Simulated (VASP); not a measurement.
# Ga16N17 (a cell with a defect) in VASP: further runs, part 2 of 2

VASP 6.6.1.

### Step 4. Single point, PBE, collinear spin

File INCAR:

```
SYSTEM = Ga16N17
ALGO = Normal
EDIFF = 1E-6
ENCUT = 520
GGA = PE
ISIF = 2
ISMEAR = 0
ISPIN = 2
LASPH = .TRUE.
LCHARG = .FALSE.
LORBIT = 11
LREAL = Auto
LWAVE = .FALSE.
MAGMOM = 0 0 0 0.091 0 0 0 0 0.091 0.091 0 0 0.091 0 0 0 0 0 0.091 0 0 0 0 0 0.091 0.091 0.091 0 0.091 0.091 0 0 0.091
NBANDS = 172
NELECT = 295.0
NELM = 150
PREC = Accurate
SIGMA = 0.01
```

File KPOINTS:

```
Automatic mesh
0
Gamma
  2 2 2
  0.5 0.5 0.5
```

File POSCAR:

```
Ga16N17
1.0
    4.5484769875      4.5484769875      4.5484769875
   -4.5484769875      4.5484769875     -4.5484769875
   -4.5484769875     -4.5484769875      4.5484769875
Ga N
16 17
Direct
    0.5033296654      0.7466184424      0.7466184424
    0.5033815576      0.5067112230      0.0000000000
    0.7432887770      0.4932887770      0.7466703346
    0.4903440973      0.2403440973      0.2403440973
    0.7567112230      0.2533815576      0.0000000000
   -0.0033815576      0.2533296654      0.7466184424
    0.5033815576      0.0000000000      0.5067112230
    0.7567112230      0.0000000000      0.2533815576
    0.0096559027      0.0000000000      0.0000000000
    0.2500000000      0.0000000000      0.7596559027
    0.7432887770      0.7466703346      0.4932887770
   -0.0033815576      0.7466184424      0.2533296654
    0.2500000000      0.7596559027      0.0000000000
   -0.0033296654      0.4932887770      0.4932887770
    0.2500000000      0.5067112230      0.2533815576
    0.2500000000      0.2533815576      0.5067112230
    0.7524224173      0.0000000000      0.0000000000
    0.7500000000      0.7500000000      0.2500000000
   -0.0231350599      0.7268649401      0.0000000000
    0.7475775827      0.4975775827      0.4975775827
    0.0000000000      0.5000000000      0.2500000000
    0.2500000000      0.5024224173      0.0000000000
    0.7500000000      0.2500000000      0.7500000000
    0.0000000000      0.2500000000      0.5000000000
    0.2500000000      0.2731350599      0.2731350599
    0.5231350599      0.2731350599      0.0000000000
   -0.0231350599      0.0000000000      0.7268649401
    0.2500000000      0.0000000000      0.5024224173
    0.5231350599      0.0000000000      0.2731350599
    0.2500000000      0.7268649401      0.7268649401
    0.5000000000      0.7500000000      0.5000000000
    0.5000000000      0.5000000000      0.7500000000
    0.2500000000      0.0000000000      0.0000000000
```

Potentials or basis: VASP PAW PBE potentials, release 64 (Ga_d, N).

On the command line:

```sh
cat potpaw_PBE.64/Ga_d/POTCAR potpaw_PBE.64/N/POTCAR > POTCAR
mpirun -np 1 vasp_std > vasp.out
```

OUTCAR:

```text
SYSTEM = Ga16N17
   EDIFF = 1E-6
   ENCUT = 520
   GGA = PE
   ISIF = 2
   ISMEAR = 0
   ISPIN = 2
   LASPH = .TRUE.
   LORBIT = 11
   LREAL = Auto
   NELECT = 295.0
   NELM = 150
   PREC = Accurate

 ion  position               nearest neighbor table
   1  0.503  0.747  0.747-  30 1.90  31 1.94  32 1.94  17 1.99
   2  0.503  0.507  0.000-  26 1.90  18 1.94  32 1.94  22 1.99
   3  0.743  0.493  0.747-  19 1.90  23 1.94  32 1.94  20 1.99
   4  0.490  0.240  0.240-  33 1.89  20 2.03  26 2.08  29 2.08  25 2.08
   5  0.757  0.253  0.000-  26 1.90  23 1.94  21 1.94  17 1.99
   6  0.997  0.253  0.747-  27 1.90  24 1.94  23 1.94  22 1.99
   7  0.503  0.000  0.507-  29 1.90  23 1.94  31 1.94  28 1.99
   8  0.757  0.000  0.253-  29 1.90  24 1.94  18 1.94  17 1.99
   9  0.010  0.000  0.000-  33 1.89  17 2.03  25 2.08  27 2.08  19 2.08
  10  0.250  0.000  0.760-  33 1.89  28 2.03  26 2.08  30 2.08  27 2.08
  11  0.743  0.747  0.493-  27 1.90  18 1.94  31 1.94  20 1.99
  12  0.997  0.747  0.253-  19 1.90  18 1.94  21 1.94  28 1.99
  13  0.250  0.760  0.000-  33 1.89  22 2.03  29 2.08  30 2.08  19 2.08
  14  0.997  0.493  0.493-  30 1.90  24 1.94  21 1.94  20 1.99
  15  0.250  0.507  0.253-  25 1.90  21 1.94  31 1.94  22 1.99
  16  0.250  0.253  0.507-  25 1.90  24 1.94  32 1.94  28 1.99
  17  0.752  0.000  0.000-   5 1.99   8 1.99   1 1.99   9 2.03
  18  0.750  0.750  0.250-   2 1.94   8 1.94  11 1.94  12 1.94
  19  0.977  0.727  0.000-   3 1.90  12 1.90   9 2.08  13 2.08
[... 12 lines left out ...]
  32  0.500  0.500  0.750-   2 1.94   1 1.94   3 1.94  16 1.94
  33  0.250  0.000  0.000-   4 1.89   9 1.89  10 1.89  13 1.89

  LATTYP: Found a body centered cubic cell.
 ALAT       =     9.0969539750

  Lattice vectors:

 A1 = (   4.5484769875,   4.5484769875,   4.5484769875)
 A2 = (  -4.5484769875,   4.5484769875,  -4.5484769875)
 A3 = (  -4.5484769875,  -4.5484769875,   4.5484769875)

Analysis of symmetry for initial positions (statically):
=====================================================================
 Subroutine PRICEL returns:
 Original cell was already a primitive cell.

 Routine SETGRP: Setting up the symmetry group for a
[... 562 lines left out ...]
  band No.  band energies     occupation
      1     -10.3000      1.00000
      2     -10.2713      1.00000
      3     -10.2713      1.00000
      4     -10.2713      1.00000
      5      -9.9251      1.00000
      6      -9.9251      1.00000
[... 313 lines left out ...]
    158      10.9074      0.00000
    159      10.9074      0.00000
 [bands above 159 left out]

------------------------ aborting loop because EDIFF is reached ----------------------------------------

  FORCE on cell =-STRESS in cart. coord.  units (eV):
  Direction    XX          YY          ZZ          XY          YZ          ZX
  --------------------------------------------------------------------------------------
  -------------------------------------------------------------------------------------
  Total       37.9338306     37.9338306     37.9338306      0.0000000      0.0000000      0.0000000
  in kB      161.4653307    161.4653307    161.4653307      0.0000000      0.0000000      0.0000000
  external PRESSURE =     161.4653307 kB  Pullay stress =       0.0000000 kB

 VOLUME and BASIS-vectors are now :
 -----------------------------------------------------------------------------
  energy-cutoff  :      520.00
  volume of cell :      376.41
      direct lattice vectors                 reciprocal lattice vectors
     4.548476987  4.548476987  4.548476987     0.000000000  0.109926906  0.109926906
    -4.548476987  4.548476987 -4.548476987    -0.109926906  0.109926906  0.000000000
    -4.548476987 -4.548476987  4.548476987    -0.109926906  0.000000000  0.109926906

 POSITION                                       TOTAL-FORCE (eV/Angst)
 -----------------------------------------------------------------------------------
     -4.50257      2.28938      2.28938        -0.000796     -0.009425     -0.009425
     -0.01514      4.59438     -0.01514         0.009425     -0.000796      0.009425
     -2.25909      2.22833      4.53333        -0.009425      0.000796      0.009425
      0.04392      2.23032      2.23032         0.008322     -0.008322     -0.008322
      2.28938      4.59438      2.28938        -0.009425     -0.000796     -0.009425
     -0.01514      2.28938      6.77681         0.009425     -0.009425      0.000796
[... 25 lines left out ...]
     -3.41136      1.13712      3.41136         0.000000     -0.000000      0.000000
      1.13712      1.13712      1.13712         0.000000     -0.000000      0.000000
 -----------------------------------------------------------------------------------
    total drift:                               -0.000018      0.000035      0.000018

  FREE ENERGIE OF THE ION-ELECTRON SYSTEM (eV)
  ---------------------------------------------------
  free  energy   TOTEN  =      -182.4943263585 eV

  energy  without entropy=     -182.4904639550  energy(sigma->0) =     -182.49239516

 total charge

# of ion       s       p       d       tot
------------------------------------------
    1        0.802   0.931  10.192  11.925
    2        0.802   0.931  10.192  11.925
    3        0.802   0.931  10.192  11.925
    4        0.778   0.844  10.181  11.803
    5        0.802   0.931  10.192  11.925
    6        0.802   0.931  10.192  11.925
[... 25 lines left out ...]
   32        1.230   2.541   0.000   3.772
   33        1.298   2.564   0.000   3.862
--------------------------------------------------
tot         33.808  57.279 163.032 254.119

 magnetization (x)

# of ion       s       p       d       tot
------------------------------------------
    1        0.000   0.001   0.002   0.003
    2        0.000   0.001   0.002   0.003
    3        0.000   0.001   0.002   0.003
    4       -0.005  -0.000   0.015   0.010
    5        0.000   0.001   0.002   0.003
    6        0.000   0.001   0.002   0.003
[... 25 lines left out ...]
   32       -0.000   0.005   0.000   0.005
   33        0.008   0.338   0.000   0.346
--------------------------------------------------
tot          0.019   0.718   0.080   0.816
```

OSZICAR:

```text
N       E                     dE             d eps       ncg     rms          rms(c)
DAV:   1     0.530367484369E+04    0.53037E+04   -0.10923E+05  1472   0.318E+03
DAV:   2     0.122057683827E+04   -0.40831E+04   -0.38711E+04  1376   0.938E+02
[... 10 lines left out ...]
DAV:  13    -0.182494277191E+03   -0.60386E-03   -0.19272E-03  1808   0.626E-01    0.557E-02
DAV:  14    -0.182494330381E+03   -0.53190E-04   -0.73738E-04  1752   0.217E-01    0.450E-02
DAV:  15    -0.182494333767E+03   -0.33865E-05   -0.20145E-04  2208   0.808E-02    0.379E-02
DAV:  16    -0.182494334144E+03   -0.37681E-06   -0.70860E-05  1896   0.321E-02    0.318E-02
DAV:  17    -0.182494327297E+03    0.68472E-05   -0.21434E-05  1872   0.595E-02    0.134E-02
DAV:  18    -0.182494326404E+03    0.89278E-06   -0.13820E-05  1552   0.181E-02    0.101E-02
DAV:  19    -0.182494326358E+03    0.45475E-07   -0.46510E-06  1272   0.231E-02
   1 F= -.18249433E+03 E0= -.18249240E+03  d E =-.386240E-02  mag=     1.0000
```

stdout:

```text
POSCAR found type information on POSCAR GaN
 POSCAR found :  2 types and      33 ions
 scaLAPACK will be used
 LDA part: xc-table for (Slater+PW92), standard interpolation
 POSCAR, INCAR and KPOINTS ok, starting setup
 FFT: planning ... GRIDC
 FFT: planning ... GRID_SOFT
 FFT: planning ... GRID
 WAVECAR not read
 entering main loop
 the old and the new charge density differ
 old charge density:   293.00000 new  295.00001
    0.324E+01
```

Run time: 13 min. Hardware: 1 thread of Intel Xeon Platinum 8259CL at 2.50GHz (Skylake/Cascade Lake), shared host; peak memory 0.74 GiB.

Results:

```yaml
Free_energy: -182.4943 eV
Largest_force: 0.031 eV/Å
Net_moment: 1.00 μB per cell
Site_moments: Ga +0.00, +0.01; N +0.00, +0.01, +0.06, +0.35 μB
Valence_electrons_inside_the_program's_atomic_spheres: Ga 11.93, 11.80; N 3.71, 3.77, 3.74, 3.86
```

Forces in eV/Å, atoms in the order of the input:
```
Ga  -0.001 -0.009 -0.009
Ga   0.009 -0.001  0.009
Ga  -0.009  0.001  0.009
Ga   0.008 -0.008 -0.008
Ga  -0.009 -0.001 -0.009
Ga   0.009 -0.009  0.001
Ga   0.009  0.009 -0.001
Ga  -0.009 -0.009 -0.001
Ga   0.008  0.008  0.008
Ga  -0.008 -0.008  0.008
Ga  -0.009  0.009  0.001
Ga   0.009  0.001 -0.009
Ga  -0.008  0.008 -0.008
Ga  -0.001  0.009  0.009
Ga   0.001 -0.009  0.009
Ga   0.001  0.009 -0.009
N   -0.009 -0.009 -0.009
N    0.000  0.000  0.000
N    0.000 -0.031  0.000
N   -0.009  0.009  0.009
N    0.000  0.000  0.000
N    0.009 -0.009  0.009
N    0.000  0.000  0.000
N    0.000  0.000  0.000
N   -0.031  0.000  0.000
N    0.000  0.031  0.000
N    0.000  0.000 -0.031
N    0.009  0.009 -0.009
N    0.000  0.000  0.031
N    0.031  0.000  0.000
N    0.000  0.000  0.000
N    0.000  0.000  0.000
N    0.000  0.000  0.000
```

Levels at points of the mesh, in eV from the Fermi level:
Spin up:
```
           k point  band 144  band 145  band 146  band 147  band 148  band 149  band 150  band 151  band 152  band 153
(0.25, 0.25, 0.25)     -1.75     -1.75     -0.48     -0.48     -0.48      2.67      2.67      2.67      2.73      3.76
```
Spin down:
| k point | band 145 | band 146 | band 147 | band 148 | band 149 | band 150 |
| --- | --- | --- | --- | --- | --- | --- |
| (0.25, 0.25, 0.25) | -1.70 | -0.14 | -0.14 | -0.14 | 2.69 | 2.69 |

Caveat: the k points lie up to 0.49 Å⁻¹ apart; the cell carries a net charge on a neutralising background, which shifts energy and pressure; the cell is charged against a uniform background, so pressure and absolute levels hang on convention.

### Step 5. Single point, PBE, collinear spin

File INCAR:

```
SYSTEM = Ga16N17
PREC = Accurate
ENCUT = 520
EDIFF = 1E-7
ISMEAR = 0
SIGMA = 0.01
LREAL = Auto
LASPH = .True.
NELM = 150
ALGO = Normal
ISIF = 2
LWAVE = .False.
LCHARG = .False.
ISPIN = 2
MAGMOM = 0 0 0 0.091 0 0 0 0 0.091 0.091 0 0 0.091 0 0 0 0 0 0.091 0 0 0 0 0 0.091 0.091 0.091 0 0.091 0.091 0 0 0.091
LORBIT = 11
GGA = PE
NELECT = 295.0
NBANDS = 172
```

KPOINTS is that of step 4.

File POSCAR:

```
Ga16N17
1.0
    4.5484769875      4.5484769875      4.5484769875
   -4.5484769875      4.5484769875     -4.5484769875
   -4.5484769875     -4.5484769875      4.5484769875
Ga N
16 17
Direct
    0.5034868306      0.7472819627      0.7472819627
    0.5027180373      0.5062048679      0.0000000000
    0.7437951321      0.4937951321      0.7465131694
    0.4949308803      0.2449308803      0.2449308803
    0.7562048679      0.2527180373      0.0000000000
   -0.0027180373      0.2534868306      0.7472819627
    0.5027180373      0.0000000000      0.5062048679
    0.7562048679      0.0000000000      0.2527180373
    0.0050691197      0.0000000000      0.0000000000
    0.2500000000      0.0000000000      0.7550691197
    0.7437951321      0.7465131694      0.4937951321
   -0.0027180373      0.7472819627      0.2534868306
    0.2500000000      0.7550691197      0.0000000000
   -0.0034868306      0.4937951321      0.4937951321
    0.2500000000      0.5062048679      0.2527180373
    0.2500000000      0.2527180373      0.5062048679
    0.7516636982      0.0000000000      0.0000000000
    0.7500000000      0.7500000000      0.2500000000
   -0.0192997786      0.7307002214      0.0000000000
    0.7483363018      0.4983363018      0.4983363018
    0.0000000000      0.5000000000      0.2500000000
    0.2500000000      0.5016636982      0.0000000000
    0.7500000000      0.2500000000      0.7500000000
    0.0000000000      0.2500000000      0.5000000000
    0.2500000000      0.2692997786      0.2692997786
    0.5192997786      0.2692997786      0.0000000000
   -0.0192997786      0.0000000000      0.7307002214
    0.2500000000      0.0000000000      0.5016636982
    0.5192997786      0.0000000000      0.2692997786
    0.2500000000      0.7307002214      0.7307002214
    0.5000000000      0.7500000000      0.5000000000
    0.5000000000      0.5000000000      0.7500000000
    0.2500000000      0.0000000000      0.0000000000
```

On the command line:

```sh
cat potpaw_PBE.64/Ga_d/POTCAR potpaw_PBE.64/N/POTCAR > POTCAR
mpirun -np 1 vasp_std > vasp.out
```

It took 6.7 min on 1 thread of Intel Xeon 6975P-C (Granite Rapids), shared host; peak memory 0.74 GiB.

It converged, with:

* Free energy: -182.3329 eV
* Largest force: 1.042 eV/Å
* Net moment: 1.00 μB per cell
* Site moments: Ga +0.00, +0.01; N +0.00, +0.05, +0.38 μB
* Valence electrons inside the program's atomic spheres: Ga 11.91, 11.81; N 3.72, 3.77, 3.74, 3.83

Forces on the atoms (eV/Å):
```
Ga  -0.021 -0.226 -0.226
Ga   0.226 -0.021  0.226
Ga  -0.226  0.021  0.226
Ga   0.602 -0.602 -0.602
Ga  -0.226 -0.021 -0.226
Ga   0.226 -0.226  0.021
Ga   0.226  0.226 -0.021
Ga  -0.226 -0.226 -0.021
Ga   0.602  0.602  0.602
Ga  -0.602 -0.602  0.602
Ga  -0.226  0.226  0.021
Ga   0.226  0.021 -0.226
Ga  -0.602  0.602 -0.602
Ga  -0.021  0.226  0.226
Ga   0.021 -0.226  0.226
Ga   0.021  0.226 -0.226
N   -0.038 -0.038 -0.038
N    0.000  0.000  0.000
N    0.000 -0.762  0.000
N   -0.038  0.038  0.038
N    0.000  0.000  0.000
N    0.038 -0.038  0.038
N    0.000  0.000  0.000
N    0.000  0.000  0.000
N   -0.762  0.000  0.000
N    0.000  0.762  0.000
N    0.000  0.000 -0.762
N    0.038  0.038 -0.038
N    0.000  0.000  0.762
N    0.762  0.000  0.000
N    0.000  0.000  0.000
N    0.000  0.000  0.000
N    0.000  0.000  0.000
```

Levels at points of the mesh, in eV from the Fermi level:
Spin up:
```
           k point  band 145  band 146  band 147  band 148  band 149  band 150  band 151  band 152
(0.25, 0.25, 0.25)     -2.13     -0.54     -0.54     -0.54      2.26      2.26      2.26      2.36
```
Spin down:
```csv
k point,band 145,band 146,band 147,band 148,band 149,band 150
"(0.25, 0.25, 0.25)",-2.08,-0.16,-0.16,-0.16,2.29,2.29
```

Caveat: the k points lie up to 0.49 Å⁻¹ apart; the cell carries a net charge on a neutralising background, which shifts energy and pressure; the cell is charged against a uniform background, so pressure and absolute levels hang on convention.
